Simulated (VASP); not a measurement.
A run of VASP 6.6.1 is set up as follows.

File INCAR:

```
SYSTEM = Sn
  PREC = Accurate
  ENCUT = 500
  EDIFF = 1E-6
  ISMEAR = 0
  SIGMA = 0.1
  LREAL = .False.
  LASPH = .True.
  NELM = 120
  ALGO = Normal
  ISIF = 2
  LWAVE = .False.
  LCHARG = .False.
  GGA = PE
  NBANDS = 13
  GGA_COMPAT = .False.
```

Contents of KPOINTS:

```
regular mesh
0
Gamma
  2 2 2
  0 0 0
```

File POSCAR:

```
Sn
1.0
   -1.8946518192      1.8946518192      1.8946518192
    1.8946518192     -1.8946518192      1.8946518192
    1.8946518192      1.8946518192     -1.8946518192
Sn
1
Direct
    0.0000000000      0.0000000000      0.0000000000
```

Potentials or basis: VASP PAW PBE potentials, release 64 (Sn_d).

Run with:

```bash
$ cat potpaw_PBE.64/Sn_d/POTCAR > POTCAR
$ mpirun -np 1 vasp_std > vasp.out
```

(1) Predict the pressure.

(2) Predict the band gap on the k mesh.

Results:

(1) -3.7 GPa.

(2) zero (band 7 reaches 16.07 eV, above the bottom of band 8 at 7.62 eV).

Caveat: the k points lie up to 1.17 Å⁻¹ apart; spin-orbit coupling is left out, which moves the levels of the heavy elements.
